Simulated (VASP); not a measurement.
# Mo (Im-3m) in VASP: a series of runs

The runs below take Mo through electric field gradients, elastic constants, band structure, equation of state, with r2SCAN+D3(BJ), PBEsol+D3(BJ)+U, PBE, rSCAN, optB86b-vdW.

All numbers are computed with VASP 6.6.1; they aren't measurements. Logs are shortened: lines on timing, memory, paths and dates and some standing lists are left out, and cuts for length are marked.

### Step 1. The cell of the first run

It takes space group Im-3m (No. 229, cubic). The conventional cell has a = 3.168 Å, b = 3.168 Å, c = 3.168 Å, α = 90.00°, β = 90.00°, γ = 90.00°. Within 3.6 Å of Mo (site symmetry m-3m) lie 14 Mo at 2.74 to 3.17 Å.

### Step 2. Electric field gradients, r2SCAN+D3(BJ), non-collinear spin, zero start, spin-orbit coupling

POSCAR

```
Mo
1.0
   -1.5838089700      1.5838089700      1.5838089700
    1.5838089700     -1.5838089700      1.5838089700
    1.5838089700      1.5838089700     -1.5838089700
Mo
1
Direct
    0.0000000000      0.0000000000      0.0000000000
```

INCAR.step1

```
SYSTEM = Mo
  ALGO = Normal
  EDIFF = 1E-5
  ENCUT = 440
  GGA = PE
  GGA_COMPAT = .FALSE.
  ISMEAR = -1
  LASPH = .TRUE.
  LCHARG = .FALSE.
  LMAXMIX = 4
  LREAL = .FALSE.
  LSORBIT = .TRUE.
  LWAVE = .TRUE.
  MAGMOM = 0 0 0
  NBANDS = 25
  NELM = 200
  PREC = Accurate
  SIGMA = 0.01
```

INCAR.step2

```
SYSTEM = Mo
  ALGO = Normal
  EDIFF = 1E-8
  ENCUT = 440
  GGA_COMPAT = .FALSE.
  ISIF = 2
  ISMEAR = -1
  ISTART = 1
  IVDW = 12
  LASPH = .TRUE.
  LCHARG = .FALSE.
  LEFG = .TRUE.
  LMAXMIX = 4
  LMIXTAU = .TRUE.
  LORBIT = 11
  LORBMOM = .TRUE.
  LREAL = .FALSE.
  LSORBIT = .TRUE.
  LWAVE = .FALSE.
  MAGMOM = 0 0 0
  METAGGA = R2SCAN
  NBANDS = 25
  NELM = 200
  PREC = Accurate
  SIGMA = 0.01
  VDW_A1 = 0.49484001
  VDW_A2 = 5.73083694
  VDW_S6 = 1.0
  VDW_S8 = 0.78981345
```

KPOINTS

```
k-points
0
G
  12 12 12
  0 0 0
```

Potentials or basis: VASP PAW PBE potentials, release 64 (Mo_sv).

Started as:

```bash
$ cat potpaw_PBE.64/Mo_sv/POTCAR > POTCAR
$ cp INCAR.step1 INCAR
$ mpirun -np 1 vasp_ncl > vasp.out
$ cp INCAR.step2 INCAR
$ mpirun -np 1 vasp_ncl > vasp.out
```

OUTCAR:

```text
SYSTEM = Mo
   EDIFF = 1E-8
   ENCUT = 440
   ISIF = 2
   ISMEAR = -1
   ISTART = 1
   IVDW = 12
   LASPH = .TRUE.
   LORBIT = 11
   LREAL = .FALSE.
   LSORBIT = .TRUE.
   METAGGA = R2SCAN
   NELM = 200
   PREC = Accurate
 IVDW          = 12

 ion  position               nearest neighbor table
   1  0.000  0.000  0.000-

  LATTYP: Found a body centered cubic cell.
 ALAT       =     3.1676179400

  Lattice vectors:

 A1 = (  -1.5838089700,   1.5838089700,   1.5838089700)
 A2 = (   1.5838089700,  -1.5838089700,   1.5838089700)
 A3 = (   1.5838089700,   1.5838089700,  -1.5838089700)

Analysis of symmetry for initial positions (statically):
=====================================================================
 Subroutine PRICEL returns:
 Original cell was already a primitive cell.

 Routine SETGRP: Setting up the symmetry group for a
 body centered cubic supercell.

 Subroutine GETGRP returns: Found 48 space group operations
 (whereof 48 operations were pure point group operations)
 out of a pool of 48 trial point group operations.

The static configuration has the point symmetry O_h .

Analysis of symmetry for dynamics (positions and initial velocities):
=====================================================================
 Subroutine PRICEL returns:
 Original cell was already a primitive cell.

 Routine SETGRP: Setting up the symmetry group for a
 body centered cubic supercell.

 Subroutine GETGRP returns: Found 48 space group operations
 (whereof 48 operations were pure point group operations)
 out of a pool of 48 trial point group operations.

The dynamic configuration has the point symmetry O_h .

Analysis of structural, dynamic, and magnetic symmetry:
=====================================================================
 Subroutine PRICEL returns:
 Original cell was already a primitive cell.

 Routine SETGRP: Setting up the symmetry group for a
 body centered cubic supercell.

 Subroutine GETGRP returns: Found 48 space group operations
 (whereof 48 operations were pure point group operations)
 out of a pool of 48 trial point group operations.

The overall configuration has the point symmetry O_h .

 Subroutine INISYM returns: Found 48 space group operations
 (whereof 48 operations are pure point group operations),
 and found     1 'primitive' translations

[... 848 lines left out ...]
      0.00000      0.00000      0.00000         0.000000     -0.000000     -0.000000
 -----------------------------------------------------------------------------------
    total drift:                                0.000000     -0.000000      0.000000

  FREE ENERGIE OF THE ION-ELECTRON SYSTEM (eV)
  ---------------------------------------------------
  free  energy   TOTEN  =       -26.5228127384 eV

  energy  without entropy=      -26.5224455844  energy(sigma->0) =      -26.52262916

 Electric field gradients (V/A^2)
---------------------------------------------------------------------
 ion       V_xx      V_yy      V_zz      V_xy      V_xz      V_yz
---------------------------------------------------------------------
   1       0.000    -0.000     0.000    -0.000    -0.000    -0.000
---------------------------------------------------------------------

 Electric field gradients after diagonalization (V/A^2)
 (convention: |V_zz| > |V_xx| > |V_yy|)
----------------------------------------------------------------------
 ion       V_xx      V_yy      V_zz     asymmetry (V_yy - V_xx)/ V_zz
----------------------------------------------------------------------
   1       0.000     0.000    -0.000       0.000
----------------------------------------------------------------------

           NMR quadrupolar parameters

 Cq : quadrupolar parameter    Cq=e*Q*V_zz/h
 eta: asymmetry parameters     (V_yy - V_xx)/ V_zz
 Q  : nuclear electric quadrupole moment in mb (millibarn)
----------------------------------------------------------------------
 ion       Cq(MHz)       eta       Q (mb)
----------------------------------------------------------------------
   1      -0.000       0.000       1.000
----------------------------------------------------------------------

 orbital moment (x)

 # of ion     p       d       tot
 ----------------------------------------
  1         0.000   0.000   0.000
 ----------------------------------------
            0.000   0.000   0.000

 orbital moment (y)

 # of ion     p       d       tot
 ----------------------------------------
  1         0.000   0.000   0.000
 ----------------------------------------
            0.000   0.000   0.000

 orbital moment (z)

 # of ion     p       d       tot
 ----------------------------------------
  1         0.000   0.000   0.000
 ----------------------------------------
            0.000   0.000   0.000

 Spin-Orbit-Coupling matrix elements

 Ion:    1  E_soc:     -0.1987442
 l=   1
     0.0000000    -0.0290514    -0.0290514
    -0.0290514     0.0000000    -0.0290514
    -0.0290514    -0.0290514     0.0000000
 l=   2
     0.0000000    -0.0010526     0.0000000    -0.0010526    -0.0030200
    -0.0010526     0.0000000    -0.0022650    -0.0010526    -0.0007550
     0.0000000    -0.0022650     0.0000000    -0.0022650     0.0000000
    -0.0010526    -0.0010526    -0.0022650     0.0000000    -0.0007550
    -0.0030200    -0.0007550     0.0000000    -0.0007550     0.0000000
 l=   3
     0.0000000     0.0000000     0.0000000     0.0000000     0.0000000     0.0000000     0.0000000
     0.0000000     0.0000000     0.0000000     0.0000000     0.0000000     0.0000000     0.0000000
     0.0000000     0.0000000     0.0000000     0.0000000     0.0000000     0.0000000     0.0000000
     0.0000000     0.0000000     0.0000000     0.0000000     0.0000000     0.0000000     0.0000000
     0.0000000     0.0000000     0.0000000     0.0000000     0.0000000     0.0000000     0.0000000
     0.0000000     0.0000000     0.0000000     0.0000000     0.0000000     0.0000000     0.0000000
     0.0000000     0.0000000     0.0000000     0.0000000     0.0000000     0.0000000     0.0000000

 total charge

# of ion       s       p       d       tot
------------------------------------------
    1        2.372   6.209   3.853  12.433

 magnetization (x)

# of ion       s       p       d       tot
------------------------------------------
    1       -0.000   0.000   0.000  -0.000

 magnetization (y)

# of ion       s       p       d       tot
------------------------------------------
    1        0.000  -0.000   0.000   0.000

 magnetization (z)

# of ion       s       p       d       tot
------------------------------------------
    1        0.000  -0.000  -0.000  -0.000
```

It took 5.5 min on 1 thread of Intel Xeon Platinum 8259CL at 2.50GHz (Skylake/Cascade Lake), shared host; peak memory 0.21 GiB.

What came out:

- Free energy: -26.5228 eV
- Pressure: -6.9 GPa
- Net moment: 0.00 μB per cell
- Largest electric field gradient by atom: under 0.05 V/Å² on every atom
- Valence electrons inside the program's atomic spheres: Mo 12.43
- Dispersion energy per atom: -0.332 eV

Moments on the atoms (μB; x, y, z):
```
Mo  0.00 0.00 0.00
```

Caveat: the cell stands under tension; the PAW data sets were made with another functional, which shifts forces and pressure a little.

### Step 3. Electric field gradients, PBEsol+D3(BJ)+U

INCAR

```
ALGO = Normal ; EDIFF = 1E-8
ENCUT = 520 ; GGA = PS
ISIF = 2 ; ISMEAR = -1
IVDW = 12 ; LASPH = True
LCHARG = False ; LDAU = True
LDAUJ = 0 ; LDAUL = 2
LDAUPRINT = 1 ; LDAUTYPE = 2
LDAUU = 1 ; LEFG = True
LMAXMIX = 4 ; LREAL = False
LWAVE = False ; NBANDS = 13
NELM = 150 ; PREC = Accurate
SIGMA = 0.01
```

KPOINTS

```
k-points
0
Gamma
  12 12 12
```

POSCAR

```
Mo
1.0
   -1.5838089719      1.5838089719      1.5838089719
    1.5838089719     -1.5838089719      1.5838089719
    1.5838089719      1.5838089719     -1.5838089719
Mo
1
Direct
    0.0000000000      0.0000000000      0.0000000000
```

Potentials or basis: VASP PAW PBE potentials, release 64 (Mo_sv).

Started as:

```bash
$ cat potpaw_PBE.64/Mo_sv/POTCAR > POTCAR
$ mpirun -np 1 vasp_std > vasp.out
```

OUTCAR:

```text
EDIFF = 1E-8
   ENCUT = 520
   GGA = PS
   ISIF = 2
   ISMEAR = -1
   IVDW = 12
   LASPH = True
   LREAL = False
   NELM = 150
   PREC = Accurate
 IVDW          = 12

 ion  position               nearest neighbor table
   1  0.000  0.000  0.000-

  LATTYP: Found a body centered cubic cell.
 ALAT       =     3.1676179438

  Lattice vectors:

 A1 = (  -1.5838089719,   1.5838089719,   1.5838089719)
 A2 = (   1.5838089719,  -1.5838089719,   1.5838089719)
[... 630 lines left out ...]
    total drift:                                0.000000     -0.000000     -0.000000

  FREE ENERGIE OF THE ION-ELECTRON SYSTEM (eV)
  ---------------------------------------------------
  free  energy   TOTEN  =       -11.3041990110 eV

  energy  without entropy=      -11.3038365366  energy(sigma->0) =      -11.30401777

 Electric field gradients (V/A^2)
---------------------------------------------------------------------
 ion       V_xx      V_yy      V_zz      V_xy      V_xz      V_yz
---------------------------------------------------------------------
   1      -0.000     0.000    -0.000    -0.000    -0.000    -0.000
---------------------------------------------------------------------

 Electric field gradients after diagonalization (V/A^2)
 (convention: |V_zz| > |V_xx| > |V_yy|)
----------------------------------------------------------------------
 ion       V_xx      V_yy      V_zz     asymmetry (V_yy - V_xx)/ V_zz
----------------------------------------------------------------------
   1       0.000     0.000    -0.000       0.000
----------------------------------------------------------------------

           NMR quadrupolar parameters

 Cq : quadrupolar parameter    Cq=e*Q*V_zz/h
 eta: asymmetry parameters     (V_yy - V_xx)/ V_zz
 Q  : nuclear electric quadrupole moment in mb (millibarn)
----------------------------------------------------------------------
 ion       Cq(MHz)       eta       Q (mb)
----------------------------------------------------------------------
   1      -0.000       0.000       1.000
----------------------------------------------------------------------
```

OSZICAR:

```text
N       E                     dE             d eps       ncg     rms          rms(c)
DAV:   1     0.917168703709E+02    0.91717E+02   -0.81325E+03  1912   0.110E+03
DAV:   2    -0.101837552186E+02   -0.10190E+03   -0.97937E+02  2152   0.307E+02
DAV:   3    -0.113737988672E+02   -0.11900E+01   -0.11841E+01  2072   0.329E+01
DAV:   4    -0.113764352001E+02   -0.26363E-02   -0.26363E-02  2127   0.192E+00
DAV:   5    -0.113764517917E+02   -0.16592E-04   -0.16592E-04  2092   0.135E-01    0.152E+01
DAV:   6    -0.107036313413E+02    0.67282E+00   -0.85280E-01  1912   0.112E+01    0.383E+00
DAV:   7    -0.106151194956E+02    0.88512E-01   -0.15256E-01  2057   0.444E+00    0.106E+00
DAV:   8    -0.106105513691E+02    0.45681E-02   -0.51013E-03  1982   0.851E-01    0.267E-01
DAV:   9    -0.106106166691E+02   -0.65300E-04   -0.16240E-04  2121   0.153E-01    0.962E-02
DAV:  10    -0.106106262481E+02   -0.95790E-05   -0.11113E-05  1962   0.346E-02    0.360E-03
DAV:  11    -0.106106258970E+02    0.35107E-06   -0.11537E-07  2167   0.371E-03    0.527E-03
DAV:  12    -0.106106258023E+02    0.94753E-07   -0.56790E-09  1558   0.670E-04    0.956E-05
DAV:  13    -0.106106257937E+02    0.85504E-08   -0.22244E-10   991   0.164E-04
   1 F= -.11304199E+02 E0= -.11304018E+02  d E =-.362474E-03
```

It took 11 s on 1 thread of Intel Xeon Platinum 8488C (Sapphire Rapids), shared host; peak memory 0.14 GiB.

What came out:

* Free energy: -11.3042 eV
* Pressure: -14.3 GPa
* Band gap on the k mesh: zero (bands 7 and 8 overlap by 5.25 eV)
* Largest electric field gradient by atom: under 0.05 V/Å² on every atom
* Dispersion energy per atom: -0.694 eV

Levels at points of the mesh, in eV from the Fermi level:
```csv
k point,band 3,band 4,band 5,band 6,band 7,band 8,band 9,band 10,band 11,band 12
"(0.00, 0.00, 0.00)",-34.56,-34.56,-7.25,-1.32,-1.32,-1.32,1.76,1.76,14.76,14.76
"(0.50, 0.00, 0.00)",-34.99,-34.57,-5.22,-3.32,1.52,1.74,2.41,4.67,11.38,11.87
"(0.50, 0.50, 0.50)",-35.49,-35.49,-5.22,-5.22,3.92,3.92,3.92,8.87,8.87,8.87
```

Eigenvalues of the final occupation matrices:
```tsv
site	spin	trace	eigenvalues
site 1 d	1	1.96	0.30 0.30 0.45 0.45 0.45
site 1 d	2	1.96	0.30 0.30 0.45 0.45 0.45
```

Caveat: the cell stands under tension; the PAW data sets were made with another functional, which shifts forces and pressure a little; U without spin polarisation on a metal has little footing; the U is typed as a test and isn't derived for this compound.

### Step 4. Elastic constants, PBE

INCAR

```
SYSTEM = Mo
ALGO = Normal
EDIFF = 1E-8
ENCUT = 600
GGA = PE
IBRION = 6
ISIF = 3
ISMEAR = -1
LASPH = .TRUE.
LCHARG = .TRUE.
LREAL = .FALSE.
LWAVE = .FALSE.
NBANDS = 13
NELM = 60
NFREE = 2
NSW = 1
POTIM = 0.015
PREC = Accurate
SIGMA = 0.05
```

KPOINTS

```
k-points
0
G
  10 10 10
  0 0 0
```

POSCAR is that of step 3.

Potentials or basis: VASP PAW PBE potentials, release 64 (Mo_sv).

Started as:

```bash
$ cat potpaw_PBE.64/Mo_sv/POTCAR > POTCAR
$ mpirun -np 1 vasp_std > vasp.out
```

OUTCAR:

```text
SYSTEM = Mo
   EDIFF = 1E-8
   ENCUT = 600
   GGA = PE
   IBRION = 6
   ISIF = 3
   ISMEAR = -1
   LASPH = .TRUE.
   LREAL = .FALSE.
   NELM = 60
   NFREE = 2
   NSW = 1
   POTIM = 0.015
   PREC = Accurate

 ion  position               nearest neighbor table
   1  0.000  0.000  0.000-

  LATTYP: Found a body centered cubic cell.
 ALAT       =     3.1676179438

  Lattice vectors:

 A1 = (  -1.5838089719,   1.5838089719,   1.5838089719)
 A2 = (   1.5838089719,  -1.5838089719,   1.5838089719)
 A3 = (   1.5838089719,   1.5838089719,  -1.5838089719)

Analysis of symmetry for initial positions (statically):
=====================================================================
 Subroutine PRICEL returns:
 Original cell was already a primitive cell.

 Routine SETGRP: Setting up the symmetry group for a
 body centered cubic supercell.

 Subroutine GETGRP returns: Found 48 space group operations
 (whereof 48 operations were pure point group operations)
 out of a pool of 48 trial point group operations.

The static configuration has the point symmetry O_h .

Analysis of symmetry for dynamics (positions and initial velocities):
=====================================================================
[... 738 lines left out ...]

  FORCE on cell =-STRESS in cart. coord.  units (eV):
  Direction    XX          YY          ZZ          XY          YZ          ZX
  --------------------------------------------------------------------------------------
  -------------------------------------------------------------------------------------
  Total       -0.1599368     -0.1599368     -0.1599368     -0.0000000      0.0000000     -0.0000000
  in kB      -16.1246648    -16.1246648    -16.1246648     -0.0000000      0.0000000     -0.0000000
  external PRESSURE =     -16.1246648 kB  Pullay stress =       0.0000000 kB
[... 16 lines left out ...]
  FREE ENERGIE OF THE ION-ELECTRON SYSTEM (eV)
  ---------------------------------------------------
  free  energy   TOTEN  =       -10.9225771530 eV

  energy  without entropy=      -10.9135982460  energy(sigma->0) =      -10.91808770

 INTERNAL STRAIN TENSORS FROM STRAINED CELLS
 ============================================

 INTERNAL STRAIN TENSOR FOR ION    1 for displacements in x,y,z  (eV/Angst):
          X           Y           Z          XY          YZ          ZX
  --------------------------------------------------------------------------------
  x     0.00000    -0.00000    -0.00000    -0.00000     0.00000    -0.00000
  y    -0.00000    -0.00000    -0.00000    -0.00000     0.00000    -0.00000
  z    -0.00000     0.00000    -0.00000     0.00000    -0.00000     0.00000

 INTERNAL STRAIN TENSORS FROM DISPLACED ATOMS
 ============================================

 INTERNAL STRAIN TENSOR FOR ION    1 for displacements in x,y,z  (eV/Angst):
          X           Y           Z          XY          YZ          ZX
  --------------------------------------------------------------------------------
  x     0.00000     0.00000     0.00000     0.00000     0.00000     0.00000
  y     0.00000     0.00000     0.00000     0.00000     0.00000     0.00000
  z     0.00000     0.00000     0.00000     0.00000     0.00000     0.00000

 Eigenvectors and eigenvalues of the dynamical matrix
 ----------------------------------------------------

   1 f  =    0.000000 THz     0.000000 2PiTHz    0.000000 cm-1     0.000000 meV
             X         Y         Z           dx          dy          dz
      0.000000  0.000000  0.000000     0.999315   -0.037012    0.000000

   2 f  =    0.000000 THz     0.000000 2PiTHz    0.000000 cm-1     0.000000 meV
             X         Y         Z           dx          dy          dz
      0.000000  0.000000  0.000000     0.000000    0.000000    1.000000

   3 f  =    0.000000 THz     0.000000 2PiTHz    0.000000 cm-1     0.000000 meV
             X         Y         Z           dx          dy          dz
      0.000000  0.000000  0.000000    -0.037012   -0.999315    0.000000

--------------------------------------------------------------------------------------------------------

 ELASTIC MODULI CONTR FROM IONIC RELAXATION (kBar)
 Direction    XX          YY          ZZ          XY          YZ          ZX
 --------------------------------------------------------------------------------
 XX           0.0000      0.0000      0.0000      0.0000      0.0000      0.0000
 YY           0.0000      0.0000      0.0000      0.0000      0.0000      0.0000
 ZZ           0.0000      0.0000      0.0000      0.0000      0.0000      0.0000
 XY           0.0000      0.0000      0.0000      0.0000      0.0000      0.0000
 YZ           0.0000      0.0000      0.0000      0.0000      0.0000      0.0000
 ZX           0.0000      0.0000      0.0000      0.0000      0.0000      0.0000
 --------------------------------------------------------------------------------

 TOTAL ELASTIC MODULI (kBar)
 Direction    XX          YY          ZZ          XY          YZ          ZX
 --------------------------------------------------------------------------------
 XX        3987.0745   1765.7095   1765.7095      0.0000     -0.0000      0.0000
 YY        1765.7095   3987.0745   1765.7095      0.0000      0.0000      0.0000
 ZZ        1765.7095   1765.7095   3987.0745     -0.0000     -0.0000     -0.0000
 XY           0.0000      0.0000     -0.0000    766.0710      0.0000      0.0000
 YZ          -0.0000      0.0000     -0.0000      0.0000    766.0710      0.0000
 ZX           0.0000      0.0000     -0.0000      0.0000      0.0000    766.0710
 --------------------------------------------------------------------------------
```

It took 13 min on 1 thread of AMD EPYC 7R13, shared host; peak memory 0.22 GiB.

Results:

```
Elastic constants C11, C12, C44 : 399, 177, 77 GPa
Voigt bulk modulus              : 251 GPa
```

Elastic tensor in Voigt notation (GPa, in the Cartesian axes of the cell as first typed):
```
399 177 177   0   0   0
177 399 177   0   0   0
177 177 399   0   0   0
  0   0   0  77   0   0
  0   0   0   0  77   0
  0   0   0   0   0  77
```

Clamped-ion elastic tensor (GPa):
```
399 177 177   0   0   0
177 399 177   0   0   0
177 177 399   0   0   0
  0   0   0  77   0   0
  0   0   0   0  77   0
  0   0   0   0   0  77
```

Caveat: the cell is under stress, which shifts elastic constants.

(Continued in part 2 of 2.)
